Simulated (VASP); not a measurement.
# Si (I4_1/amd) in VASP: settings compared

Aim: see how the results for Si move with the level of theory and the settings. Levels: PBEsol, RPBE. Tasks: relaxation of cell and atoms.

Everything below comes from runs of VASP 6.6.1. Logs are shortened: lines on timing, memory, paths and dates and some standing lists are left out, and cuts for length are marked.

## Step 1: The cell of the first run

It takes space group I4_1/amd (No. 141, tetragonal). The conventional cell has a = 4.743 Å, b = 4.743 Å, c = 2.659 Å, α = 90.00°, β = 90.00°, γ = 90.00°. Si (site symmetry -4m2) has 10 Si at 2.46 to 3.10 Å within 3.3 Å.

## Step 2: Relaxation of cell and atoms, PBEsol

The input, INCAR:

```
  PREC = Accurate
  ENCUT = 600
  EDIFF = 1E-6
  ISMEAR = -1
  SIGMA = 0.1
  LREAL = False
  LASPH = True
  NELM = 60
  ALGO = Normal
  ISIF = 3
  LWAVE = False
  LCHARG = False
  GGA = PS
  IBRION = 2
  NSW = 100
  EDIFFG = -0.002
```

The input, KPOINTS:

```
regular mesh
0
Gamma
  18 18 18
```

The input, POSCAR:

```
Si
1.0
   -2.3713723045      2.3713723045      1.3292653899
    2.3713723045     -2.3713723045      1.3292653899
    2.3713723045      2.3713723045     -1.3292653899
Si
2
Direct
    0.2500000000      0.7500000000      0.5000000000
    0.5000000000      0.5000000000      0.0000000000
```

Potentials or basis: VASP PAW PBE potentials, release 64 (Si).

Started as:

```sh
cat potpaw_PBE.64/Si/POTCAR > POTCAR
mpirun -np 1 vasp_std > vasp.out
```

OUTCAR:

```text
PREC = Accurate
   ENCUT = 600
   EDIFF = 1E-6
   ISMEAR = -1
   LREAL = False
   LASPH = True
   NELM = 60
   ISIF = 3
   GGA = PS
   IBRION = 2
   NSW = 100
   EDIFFG = -0.002

 ion  position               nearest neighbor table
   1  0.250  0.750  0.500-   2 2.46   2 2.46   2 2.46   2 2.46   2 3.10   2 3.10   2 3.10   2 3.10

   2  0.500  0.500  0.000-   1 2.46   1 2.46   1 2.46   1 2.46   1 3.10   1 3.10   1 3.10   1 3.10

  LATTYP: Found a body centered tetragonal cell.
 ALAT       =     4.7427446090
 C/A-ratio  =     0.5605468983

  Lattice vectors:

 A1 = (  -2.3713723045,   2.3713723045,   1.3292653899)
 A2 = (   2.3713723045,  -2.3713723045,   1.3292653899)
 A3 = (   2.3713723045,   2.3713723045,  -1.3292653899)

Analysis of symmetry for initial positions (statically):
=====================================================================
 Subroutine PRICEL returns:
 Original cell was already a primitive cell.

 Routine SETGRP: Setting up the symmetry group for a
 body centered tetragonal supercell.

 Subroutine GETGRP returns: Found 16 space group operations
 (whereof  8 operations were pure point group operations)
 out of a pool of 16 trial point group operations.

The static configuration has the point symmetry D_2d.
 The point group associated with its full space group is D_4h.

Analysis of symmetry for dynamics (positions and initial velocities):
=====================================================================
 Subroutine PRICEL returns:
 Original cell was already a primitive cell.

 Routine SETGRP: Setting up the symmetry group for a
 body centered tetragonal supercell.

 Subroutine GETGRP returns: Found 16 space group operations
 (whereof  8 operations were pure point group operations)
 out of a pool of 16 trial point group operations.

The dynamic configuration has the point symmetry D_2d.
 The point group associated with its full space group is D_4h.

 Subroutine INISYM returns: Found 16 space group operations
 (whereof  8 operations are pure point group operations),
 and found     1 'primitive' translations

----------------------------------------------------------------------------------------

                                     Primitive cell

  volume of cell :      29.9000

  direct lattice vectors                    reciprocal lattice vectors
    -2.371372304  2.371372304  1.329265390     0.000000000  0.210848376  0.376147610
     2.371372304 -2.371372304  1.329265390     0.210848376  0.000000000  0.376147610
[... 102 lines left out ...]
   IALGO  =     38    algorithm
   IMIX   =      4    mixing-type and parameters
     AMIX     =   0.40;   BMIX     =  1.00
     AMIX_MAG =   1.60;   BMIX_MAG =  1.00
  volume/ion in A,a.u.               =      14.95       100.89
  Fermi-wavevector in a.u.,A,eV,Ry     =   1.054908  1.993486 15.140973  1.112830
  Thomas-Fermi vector in A             =   2.190086
   LORBIT       =      0    0 simple, 1 ext, 2 COOP (PROOUT), +10 PAW based schemes
   GGA     = PS    functional components
   LHFCALC =     F    Hartree Fock is set to
   AEXX    =    0.0000 exact exchange contribution
   IVDW    =     0    specifies the selected vdW correction
   LEPSILON=     F    determine dielectric tensor
   LRPA    =     F    only Hartree local field effects (RPA)
 conjugate gradient relaxation of ions
 non-spin polarized calculation
  energy-cutoff  :      600.00
  volume of cell :       29.90
 maximum number of plane-waves:      1018
 NGX is ok and might be reduce to    30
   NGX = 15   NGY = 15   NGZ = 15

--------------------------------------- Ionic step        1  -------------------------------------------

 number of electron       8.0000000 magnetization

 Free energy of the ion-electron system (eV)
  ---------------------------------------------------
  ext. energy  EPLUGINS =         0.00000000
  ---------------------------------------------------
  free energy    TOTEN  =       -11.13022528 eV

  energy without entropy =      -11.10727785  energy(sigma->0) =      -11.11875156

------------------------ aborting loop because EDIFF is reached ----------------------------------------

  FORCE on cell =-STRESS in cart. coord.  units (eV):
  Direction    XX          YY          ZZ          XY          YZ          ZX
  --------------------------------------------------------------------------------------
  -------------------------------------------------------------------------------------
  Total        0.3501142      0.3501142     -0.1699959      0.0000000     -0.0000000      0.0000000
  in kB       18.7607044     18.7607044     -9.1091479      0.0000000     -0.0000000      0.0000000
  external PRESSURE =       9.4707536 kB  Pullay stress =       0.0000000 kB
[... 203 lines left out ...]
--------------------------------------- Ionic step        7  -------------------------------------------

 number of electron       8.0000000 magnetization

 Free energy of the ion-electron system (eV)
  ---------------------------------------------------
  ext. energy  EPLUGINS =         0.00000000
  ---------------------------------------------------
  free energy    TOTEN  =       -11.13526969 eV

  energy without entropy =      -11.11199123  energy(sigma->0) =      -11.12363046

 E-fermi :   9.2686     XC(G=0): -11.0270

 val. band max:        9.2678500613   @ k =   0.5000   0.1111  -0.0000
 cond. band min:       9.2739561051   @ k =  -0.2222   0.1667  -0.0000
 fundamental gap:      0.0061060437
 Fermi energy:         9.2686269266

 k-point     1 :       0.0000    0.0000    0.0000
  band No.  band energies     occupation
      1      -4.5872      2.00000
      2       6.7150      2.00000
      3       6.7150      2.00000
      4       7.1750      2.00000
      5      10.7075      0.00000
      6      16.9474      0.00000
      7      18.1864      0.00000
      8      18.1864      0.00000
[... 243 lines left out ...]
 k-point    24 :      -0.2222    0.0556    0.0000
  band No.  band energies     occupation
      1      -3.6775      2.00000
      2       4.8543      2.00000
      3       6.4437      2.00000
      4      10.0308      0.00098
      5      12.8548      0.00000
      6      13.3140      0.00000
      7      13.8542      0.00000
      8      15.8935      0.00000

 [... further k-points ...]

------------------------ aborting loop because EDIFF is reached ----------------------------------------

  FORCE on cell =-STRESS in cart. coord.  units (eV):
  Direction    XX          YY          ZZ          XY          YZ          ZX
  --------------------------------------------------------------------------------------
  -------------------------------------------------------------------------------------
  Total       -0.0000348     -0.0000348     -0.0023932      0.0000000      0.0000000      0.0000000
  in kB       -0.0018525     -0.0018525     -0.1275099      0.0000000      0.0000000      0.0000000
  external PRESSURE =      -0.0437383 kB  Pullay stress =       0.0000000 kB
[... 17 lines left out ...]
  FREE ENERGIE OF THE ION-ELECTRON SYSTEM (eV)
  ---------------------------------------------------
  free  energy   TOTEN  =       -11.1352696877 eV

  energy  without entropy=      -11.1119912250  energy(sigma->0) =      -11.12363046

 reached required accuracy - stopping structural energy minimisation
```

OSZICAR:

```text
N       E                     dE             d eps       ncg     rms          rms(c)
DAV:   1     0.542052323817E+01    0.54205E+01   -0.38281E+03  7688   0.940E+02
DAV:   2    -0.109581384014E+02   -0.16379E+02   -0.15925E+02 10944   0.818E+01
DAV:   3    -0.111674705579E+02   -0.20933E+00   -0.20629E+00 10856   0.110E+01
[... 40 lines left out ...]
       N       E                     dE             d eps       ncg     rms          rms(c)
DAV:   1    -0.111352741480E+02   -0.11547E-04   -0.22941E-04 11000   0.891E-02    0.119E-02
DAV:   2    -0.111352713578E+02    0.27902E-05   -0.45961E-06  9440   0.165E-02    0.746E-03
DAV:   3    -0.111352697089E+02    0.16489E-05   -0.29735E-06  8152   0.975E-03    0.131E-03
DAV:   4    -0.111352696877E+02    0.21170E-07   -0.10079E-07  4128   0.270E-03
   7 F= -.11135270E+02 E0= -.11123630E+02  d E =-.344361E-04
```

Wall time 5.7 min (1 thread of Intel Xeon 8259CL, shared host); peak memory 0.26 GiB.

What came out:

```
Free energy                           : -11.1353 eV
Relaxed volume                        : 15.04 Å³/atom
Relaxed cell                          : a = 3.631 Å, b = 3.631 Å, c = 3.631 Å, α = 97.49°, β = 97.49°, γ = 137.68°
Space group after relaxing (to 0.1 Å) : I4_1/amd (No. 141)
Energy gained by relaxing             : 2.5 meV/atom
Ionic steps                           : 7
Pressure after relaxing               : 0.0 GPa
Band gap on the k mesh                : zero (bands 4 and 5 overlap by 6.49 eV)
```

Step by step:
```csv
step,energy change (eV),largest force (eV/Å),pressure (GPa),volume (Å³)
1,0.0000,0.0000,0.95,29.90
2,-0.0036,0.0000,-0.69,30.28
3,-0.0036,0.0000,-0.81,30.31
4,-0.0050,0.0000,-0.21,30.12
5,-0.0050,0.0000,-0.18,30.11
6,-0.0050,0.0000,0.07,30.05
7,-0.0050,0.0000,0.00,30.07
```

Final structure:
```xyz
2
Lattice="-2.3947 2.3947 1.3109 2.3947 -2.3947 1.3109 2.3947 2.3947 -1.3109" Properties=species:S:1:pos:R:3 pbc="T T T"
Si    2.3947    0.0000    0.6555
Si    0.0000    0.0000    1.3109
```

Caveat: the PAW data sets were made with another functional, which shifts forces and pressure a little.

## Step 3: Relaxation of cell and atoms, RPBE

INCAR: that of step 2 with these lines changed.

```diff
@@ -7,3 +7,3 @@
   LASPH = True
-  NELM = 60
+  NELM = 100
   ALGO = Normal
@@ -12,3 +12,3 @@
   LCHARG = False
-  GGA = PS
+  GGA = RP
   IBRION = 2
```

KPOINTS is that of step 2.

POSCAR is that of step 2.

Potentials or basis: VASP PAW PBE potentials, release 64 (Si).

Started as:

```sh
cat potpaw_PBE.64/Si/POTCAR > POTCAR
mpirun -np 1 vasp_std > vasp.out
```

Wall time 6.9 min (1 thread of Intel Xeon 8259CL, shared host); peak memory 0.26 GiB.

The run converged. Its results:

```
Free energy                           : -9.6925 eV
Relaxed volume                        : 15.51 Å³/atom
Relaxed cell                          : a = 3.666 Å, b = 3.666 Å, c = 3.666 Å, α = 97.54°, β = 97.54°, γ = 137.53°
Space group after relaxing (to 0.1 Å) : I4_1/amd (No. 141)
Energy gained by relaxing             : 9.2 meV/atom
Ionic steps                           : 8
Pressure after relaxing               : 0.0 GPa
Band gap on the k mesh                : zero (bands 4 and 5 overlap by 6.32 eV)
```

The path:
| step | energy change (eV) | largest force (eV/Å) | pressure (GPa) | volume (Å³) |
| --- | --- | --- | --- | --- |
| 1 | 0.0000 | 0.0000 | 4.46 | 29.90 |
| 2 | -0.0131 | 0.0000 | -2.22 | 31.74 |
| 3 | -0.0174 | 0.0000 | -0.18 | 31.10 |
| 4 | -0.0182 | 0.0000 | -0.10 | 31.06 |
| 5 | -0.0185 | 0.0000 | -0.02 | 31.02 |
| 6 | -0.0185 | 0.0000 | -0.03 | 31.02 |
| 7 | -0.0185 | 0.0000 | -0.02 | 31.02 |
| 8 | -0.0185 | 0.0000 | 0.01 | 31.01 |

Final structure:
```
Si
1.0
    -2.41630    2.41630    1.32788
     2.41630   -2.41630    1.32788
     2.41630    2.41630   -1.32788
Si
2
Direct
  0.25000 0.75000 0.50000
  0.50000 0.50000 0.00000
```

Levels at points of the mesh, in eV from the Fermi level:
| k point | band 1 | band 2 | band 3 | band 4 | band 5 | band 6 | band 7 | band 8 |
| --- | --- | --- | --- | --- | --- | --- | --- | --- |
| (0.00, 0.00, 0.00) | -13.59 | -2.48 | -2.48 | -2.12 | 1.60 | 7.49 | 8.75 | 8.75 |
| (0.50, 0.00, 0.00) | -7.48 | -6.64 | -2.11 | -1.67 | -1.53 | 1.17 | 4.43 | 5.39 |
| (0.50, 0.50, 0.00) | -10.55 | -10.55 | 0.30 | 0.30 | 2.47 | 2.47 | 8.35 | 8.35 |
| (0.50, 0.50, 0.50) | -8.25 | -8.25 | -6.67 | -6.67 | 5.85 | 5.85 | 12.71 | 12.71 |

Caveat: the PAW data sets were made with another functional, which shifts forces and pressure a little.
